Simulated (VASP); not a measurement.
# Al (Fm-3m) in VASP: a series of runs

Runs on Al. Level: PBE. Tasks: electric field gradients.

Program: VASP 6.6.1. These are calculated values, not measurements. Logs are shortened: lines on timing, memory, paths and dates and some standing lists are left out, and cuts for length are marked.

### 1 The cell of the first run

Symmetry: Fm-3m, No. 225, cubic system. The conventional cell has a = 4.048 Å, b = 4.048 Å, c = 4.048 Å, α = 90.00°, β = 90.00°, γ = 90.00°. Within 3.8 Å of Al (site symmetry m-3m) lie 12 Al at 2.86 Å.

### 2 Electric field gradients, PBE

The input, INCAR:

```
SYSTEM = Al
PREC     = Accurate       ! precision mode
ENCUT    = 520            ! plane-wave cutoff, eV
EDIFF    = 1E-8           ! SCF threshold, eV
ISMEAR   = -1             ! smearing method
SIGMA    = 0.05           ! smearing width, eV
LREAL    = .False.        ! projectors in reciprocal space
LASPH    = .True.         ! aspherical terms in the spheres
NELM     = 100            ! most SCF steps
ALGO     = Normal         ! electronic algorithm
ISIF     = 2              ! what is computed and relaxed
LWAVE    = .False.        ! write WAVECAR
LCHARG   = .False.        ! write CHGCAR
GGA      = PE             ! functional
LEFG     = .True.       
NBANDS   = 8              ! bands
```

The input, KPOINTS:

```
Automatic mesh
0
Gamma
  14 14 14
  0 0 0
```

The input, POSCAR:

```
Al
1.0
    0.0000000000      2.0239800000      2.0239800000
    2.0239800000      0.0000000000      2.0239800000
    2.0239800000      2.0239800000      0.0000000000
Al
1
Direct
    0.0000000000      0.0000000000      0.0000000000
```

Potentials or basis: VASP PAW PBE potentials, release 64 (Al).

Launch:

```bash
> cat potpaw_PBE.64/Al/POTCAR > POTCAR
> mpirun -np 1 vasp_std > vasp.out
```

OUTCAR:

```text
SYSTEM = Al
   PREC = Accurate
   ENCUT = 520
   EDIFF = 1E-8
   ISMEAR = -1
   LREAL = .False.
   LASPH = .True.
   NELM = 100
   ISIF = 2
   GGA = PE

 ion  position               nearest neighbor table
   1  0.000  0.000  0.000-

  LATTYP: Found a face centered cubic cell.
 ALAT       =     4.0479600000

  Lattice vectors:

 A1 = (   0.0000000000,   2.0239800000,   2.0239800000)
 A2 = (   2.0239800000,   0.0000000000,   2.0239800000)
 A3 = (   2.0239800000,   2.0239800000,   0.0000000000)

Analysis of symmetry for initial positions (statically):
=====================================================================
 Subroutine PRICEL returns:
 Original cell was already a primitive cell.

 Routine SETGRP: Setting up the symmetry group for a
 face centered cubic supercell.

 Subroutine GETGRP returns: Found 48 space group operations
 (whereof 48 operations were pure point group operations)
 out of a pool of 48 trial point group operations.

The static configuration has the point symmetry O_h .

Analysis of symmetry for dynamics (positions and initial velocities):
=====================================================================
 Subroutine PRICEL returns:
 Original cell was already a primitive cell.

 Routine SETGRP: Setting up the symmetry group for a
 face centered cubic supercell.

 Subroutine GETGRP returns: Found 48 space group operations
 (whereof 48 operations were pure point group operations)
 out of a pool of 48 trial point group operations.

The dynamic configuration has the point symmetry O_h .

 Subroutine INISYM returns: Found 48 space group operations
 (whereof 48 operations are pure point group operations),
 and found     1 'primitive' translations

----------------------------------------------------------------------------------------

                                     Primitive cell

  volume of cell :      16.5824

  direct lattice vectors                    reciprocal lattice vectors
     0.000000000  2.023980000  2.023980000    -0.247038014  0.247038014  0.247038014
     2.023980000  0.000000000  2.023980000     0.247038014 -0.247038014  0.247038014
     2.023980000  2.023980000  0.000000000     0.247038014  0.247038014 -0.247038014

  length of vectors
     2.862339966  2.862339966  2.862339966     0.427882392  0.427882392  0.427882392

  position of ions in fractional coordinates (direct lattice)
     0.000000000  0.000000000  0.000000000

  ion indices of the primitive-cell ions
   primitive index   ion index
                 1           1

----------------------------------------------------------------------------------------

 KPOINTS: Automatic mesh

Automatic generation of k-mesh.
 Grid dimensions read from file:
 generate k-points for:   14   14   14

 Generating k-lattice:

  Cartesian coordinates                     Fractional coordinates (reciprocal lattice)
    -0.017645572  0.017645572  0.017645572     0.071428571  0.000000000  0.000000000
     0.017645572 -0.017645572  0.017645572     0.000000000  0.071428571  0.000000000
     0.017645572  0.017645572 -0.017645572     0.000000000  0.000000000  0.071428571

  Length of vectors
     0.030563028  0.030563028  0.030563028

  Shift w.r.t. Gamma in fractional coordinates (k-lattice)
     0.000000000  0.000000000  0.000000000

 Subroutine IBZKPT returns following result:
 ===========================================

 Found    104 irreducible k-points:

 Following reciprocal coordinates:
            Coordinates               Weight
  0.000000  0.000000  0.000000      1.000000
  0.071429  0.000000  0.000000      8.000000
  0.142857  0.000000  0.000000      8.000000
  0.214286  0.000000  0.000000      8.000000
  0.285714  0.000000  0.000000      8.000000
  0.357143  0.000000  0.000000      8.000000
[... 16 lines left out ...]
  0.214286  0.142857  0.000000     24.000000
  0.285714  0.142857  0.000000     24.000000
 [... further k-points ...]
   k-points           NKPTS =    104   k-points in BZ     NKDIM =    104   number of bands    NBANDS=      8
   number of dos      NEDOS =    301   number of ions     NIONS =      1
   total plane-waves  NPLWV =  13824
   dimension x,y,z NGX =    24 NGY =   24 NGZ =   24
   dimension x,y,z NGXF=    48 NGYF=   48 NGZF=   48
   ions per type =               1
   NGX,Y,Z   is equivalent  to a cutoff of  13.94, 13.94, 13.94 a.u.
   NGXF,Y,Z  is equivalent  to a cutoff of  27.88, 27.88, 27.88 a.u.
 SYSTEM =  Al
   PREC   = accura    normal or accurate (medium, high low for compatibility)
   ISTART =      0    job   : 0-new  1-cont  2-samecut
   ICHARG =      2    charge: 1-file 2-atom 10-const
   ISPIN  =      1    spin polarized calculation?
   LNONCOLLINEAR =      F non collinear calculations
   LSORBIT =      F    spin-orbit coupling
   LASPH  =      T    aspherical Exc in radial PAW
   ENCUT  =  520.0 eV  38.22 Ry    6.18 a.u.   5.32  5.32  5.32*2*pi/ulx,y,z
   NELM   =    100;   NELMIN=  2; NELMDL= -5     # of ELM steps
   EDIFF  = 0.1E-07   stopping-criterion for ELM
   LREAL  =      F    real-space projection
   EDIFFG = 0.1E-06   stopping-criterion for IOM
   NSW    =      0    number of steps for IOM
   IBRION =     -1    ionic relax: 0-MD 1-quasi-New 2-CG
   NFREE  =      0    steps in history (QN), initial steepest desc. (CG)
   ISIF   =      2    stress and relaxation
   ISYM   =      2    0-nonsym 1-usesym 2-fastsym
   POTIM  = 0.5000    time-step for ionic-motion
   TEBEG  =    0.0;   TEEND  =   0.0 temperature during run
   PSTRESS=    0.0 pullay stress
   NELECT =       3.0000    total number of electrons
   NUPDOWN=      -1.0000    fix difference up-down
   EMIN   =  10.00;   EMAX   =-10.00  energy-range for DOS
   EFERMI =   0.00;   METHOD = LEGACY
   ISMEAR =    -1;   SIGMA  =   0.05  broadening in eV -4-tet -1-fermi 0-gaus
   EFERMI_NEDOS =   21; number of points for ismear=-14 and -15
   IALGO  =     38    algorithm
   IMIX   =      4    mixing-type and parameters
     AMIX     =   0.40;   BMIX     =  1.00
     AMIX_MAG =   1.60;   BMIX_MAG =  1.00
  volume/ion in A,a.u.               =      16.58       111.90
  Fermi-wavevector in a.u.,A,eV,Ry     =   0.925903  1.749704 11.664236  0.857297
  Thomas-Fermi vector in A             =   2.051808
   LORBIT       =      0    0 simple, 1 ext, 2 COOP (PROOUT), +10 PAW based schemes
   GGA     = PE    functional components
   LHFCALC =     F    Hartree Fock is set to
   AEXX    =    0.0000 exact exchange contribution
   IVDW    =     0    specifies the selected vdW correction
   LEPSILON=     F    determine dielectric tensor
   LRPA    =     F    only Hartree local field effects (RPA)
 non-spin polarized calculation
  energy-cutoff  :      520.00
  volume of cell :       16.58
 maximum number of plane-waves:       459
 NGX is ok and might be reduce to    24
   NGX = 11   NGY = 11   NGZ = 11

 number of electron       3.0000000 magnetization

 Free energy of the ion-electron system (eV)
  ---------------------------------------------------
  ext. energy  EPLUGINS =         0.00000000
  ---------------------------------------------------
  free energy    TOTEN  =        -3.73995671 eV

  energy without entropy =       -3.73574833  energy(sigma->0) =       -3.73785252

 E-fermi :   7.9193     XC(G=0): -10.1790

 val. band max:        7.9133481264   @ k =  -0.3571   0.4286   0.2143
 cond. band min:       7.9616658394   @ k =   0.5000   0.2857   0.0000
 fundamental gap:      0.0483177130
 Fermi energy:         7.9193208493

 k-point     1 :       0.0000    0.0000    0.0000
  band No.  band energies     occupation
      1      -3.1523      2.00000
      2      20.5392      0.00000
      3      20.5392      0.00000
      4      20.5392      0.00000
      5      21.9928      0.00000
      6      21.9928      0.00000
      7      21.9928      0.00000
      8      24.3774      0.00000

 k-point     2 :       0.0714    0.0000    0.0000
  band No.  band energies     occupation
      1      -3.0140      2.00000
      2      18.3982      0.00000
      3      20.0756      0.00000
      4      20.0756      0.00000
      5      22.6469      0.00000
      6      22.6694      0.00000
      7      22.6694      0.00000
      8      25.7676      0.00000

 k-point     3 :       0.1429    0.0000    0.0000
  band No.  band energies     occupation
      1      -2.6002      2.00000
      2      15.5199      0.00000
      3      19.4395      0.00000
      4      19.4395      0.00000
      5      22.5619      0.00000
      6      23.7923      0.00000
      7      23.7923      0.00000
      8      25.2954      0.00000
[... 210 lines left out ...]
 k-point    23 :       0.2143    0.1429    0.0000
  band No.  band energies     occupation
      1      -1.9130      2.00000
      2      14.8945      0.00000
      3      16.7718      0.00000
      4      18.0114      0.00000
      5      19.8177      0.00000
      6      20.8101      0.00000
      7      26.6393      0.00000
      8      26.9474      0.00000

 k-point    24 :       0.2857    0.1429    0.0000
  band No.  band energies     occupation
      1      -1.1383      2.00000
      2      12.2187      0.00000
      3      16.3469      0.00000
      4      17.8854      0.00000
      5      18.2917      0.00000
      6      22.1609      0.00000
      7      26.0749      0.00000
      8      26.6388      0.00000

 [... further k-points ...]
[... 5 lines left out ...]
  --------------------------------------------------------------------------------------
  -------------------------------------------------------------------------------------
  Total       -0.0669623     -0.0669623     -0.0669623      0.0000000      0.0000000      0.0000000
  in kB       -6.4698232     -6.4698232     -6.4698232      0.0000000      0.0000000      0.0000000
  external PRESSURE =      -6.4698232 kB  Pullay stress =       0.0000000 kB

 VOLUME and BASIS-vectors are now :
 -----------------------------------------------------------------------------
  energy-cutoff  :      520.00
  volume of cell :       16.58
      direct lattice vectors                 reciprocal lattice vectors
     0.000000000  2.023980000  2.023980000    -0.247038014  0.247038014  0.247038014
     2.023980000  0.000000000  2.023980000     0.247038014 -0.247038014  0.247038014
     2.023980000  2.023980000  0.000000000     0.247038014  0.247038014 -0.247038014

 POSITION                                       TOTAL-FORCE (eV/Angst)
 -----------------------------------------------------------------------------------
      0.00000      0.00000      0.00000        -0.000000     -0.000000     -0.000000
 -----------------------------------------------------------------------------------
    total drift:                                0.000000     -0.000000     -0.000000

  FREE ENERGIE OF THE ION-ELECTRON SYSTEM (eV)
  ---------------------------------------------------
  free  energy   TOTEN  =        -3.7399567116 eV

  energy  without entropy=       -3.7357483309  energy(sigma->0) =       -3.73785252

 Electric field gradients (V/A^2)
---------------------------------------------------------------------
 ion       V_xx      V_yy      V_zz      V_xy      V_xz      V_yz
---------------------------------------------------------------------
   1      -0.000     0.000     0.000     0.000     0.000     0.000
---------------------------------------------------------------------

 Electric field gradients after diagonalization (V/A^2)
 (convention: |V_zz| > |V_xx| > |V_yy|)
----------------------------------------------------------------------
 ion       V_xx      V_yy      V_zz     asymmetry (V_yy - V_xx)/ V_zz
----------------------------------------------------------------------
   1      -0.000    -0.000     0.000       0.000
----------------------------------------------------------------------

           NMR quadrupolar parameters

 Cq : quadrupolar parameter    Cq=e*Q*V_zz/h
 eta: asymmetry parameters     (V_yy - V_xx)/ V_zz
 Q  : nuclear electric quadrupole moment in mb (millibarn)
----------------------------------------------------------------------
 ion       Cq(MHz)       eta       Q (mb)
----------------------------------------------------------------------
   1       0.000       0.000       1.000
----------------------------------------------------------------------
```

It took 8.4 s on 1 thread of Intel Xeon Platinum 8488C (Sapphire Rapids), shared host; peak memory 0.14 GiB.

Results:

```
Free energy : -3.7400 eV
Pressure    : -0.6 GPa
```

Caveat: without QUAD_EFG the Cq values of the log hold for a quadrupole moment of 1 mb, not for the nuclei.

### 3 Electric field gradients, PBE

The input, INCAR:

```
PREC     = Accurate       # precision mode
ENCUT    = 520            # plane-wave cutoff, eV
EDIFF    = 1E-8           # SCF threshold, eV
ISMEAR   = -1             # smearing method
SIGMA    = 0.05           # smearing width, eV
LREAL    = False          # projectors in reciprocal space
LASPH    = True           # aspherical terms in the spheres
NELM     = 80             # most SCF steps
ALGO     = Normal         # electronic algorithm
ISIF     = 2              # what is computed and relaxed
LWAVE    = False          # write WAVECAR
LCHARG   = False          # write CHGCAR
GGA      = PE             # functional
LEFG     = True         
NBANDS   = 8              # bands
```

The input, KPOINTS:

```
Automatic mesh
0
Gamma
  14 14 14
```

POSCAR is that of step 2.

Potentials or basis: VASP PAW PBE potentials, release 64 (Al).

Launch:

```bash
> cat potpaw_PBE.64/Al/POTCAR > POTCAR
> mpirun -np 1 vasp_std > vasp.out
```

OUTCAR:

```text
PREC = Accurate
   ENCUT = 520
   EDIFF = 1E-8
   ISMEAR = -1
   LREAL = False
   LASPH = True
   NELM = 80
   ISIF = 2
   GGA = PE

 ion  position               nearest neighbor table
   1  0.000  0.000  0.000-

  LATTYP: Found a face centered cubic cell.
 ALAT       =     4.0479600000

  Lattice vectors:

 A1 = (   0.0000000000,   2.0239800000,   2.0239800000)
 A2 = (   2.0239800000,   0.0000000000,   2.0239800000)
[... 470 lines left out ...]
    total drift:                                0.000000     -0.000000     -0.000000

  FREE ENERGIE OF THE ION-ELECTRON SYSTEM (eV)
  ---------------------------------------------------
  free  energy   TOTEN  =        -3.7399567116 eV

  energy  without entropy=       -3.7357483309  energy(sigma->0) =       -3.73785252

 Electric field gradients (V/A^2)
---------------------------------------------------------------------
 ion       V_xx      V_yy      V_zz      V_xy      V_xz      V_yz
---------------------------------------------------------------------
   1      -0.000     0.000     0.000     0.000     0.000     0.000
---------------------------------------------------------------------

 Electric field gradients after diagonalization (V/A^2)
 (convention: |V_zz| > |V_xx| > |V_yy|)
----------------------------------------------------------------------
 ion       V_xx      V_yy      V_zz     asymmetry (V_yy - V_xx)/ V_zz
----------------------------------------------------------------------
   1      -0.000    -0.000     0.000       0.000
----------------------------------------------------------------------

           NMR quadrupolar parameters

 Cq : quadrupolar parameter    Cq=e*Q*V_zz/h
 eta: asymmetry parameters     (V_yy - V_xx)/ V_zz
 Q  : nuclear electric quadrupole moment in mb (millibarn)
----------------------------------------------------------------------
 ion       Cq(MHz)       eta       Q (mb)
----------------------------------------------------------------------
   1       0.000       0.000       1.000
----------------------------------------------------------------------
```

stdout:

```text
POSCAR found type information on POSCAR Al
 POSCAR found :  1 types and       1 ions
 scaLAPACK will be used
 LDA part: xc-table for (Slater+PW92), standard interpolation
 POSCAR, INCAR and KPOINTS ok, starting setup
 FFT: planning ... GRIDC
 FFT: planning ... GRID_SOFT
 FFT: planning ... GRID
 WAVECAR not read
 entering main loop
ion   1
```

Wall time 8.4 s (1 thread of Intel Xeon Platinum 8488C (Sapphire Rapids), shared host); peak memory 0.14 GiB.

What came out:

| Item | Value |
| --- | --- |
| Free energy | -3.7400 eV |
| Pressure | -0.6 GPa |

Levels at points of the mesh, in eV from the Fermi level:
| k point | band 1 | band 2 | band 3 | band 4 | band 5 |
| --- | --- | --- | --- | --- | --- |
| (0.00, 0.00, 0.00) | -11.07 | 12.62 | 12.62 | 12.62 | 14.07 |
| (0.50, 0.00, 0.00) | -4.54 | -4.34 | 11.38 | 11.38 | 11.47 |
| (0.50, 0.50, 0.00) | -2.88 | -1.57 | 5.29 | 5.60 | 5.60 |

Caveat: without QUAD_EFG the Cq values of the log hold for a quadrupole moment of 1 mb, not for the nuclei.

(Continued in part 2 of 2.)
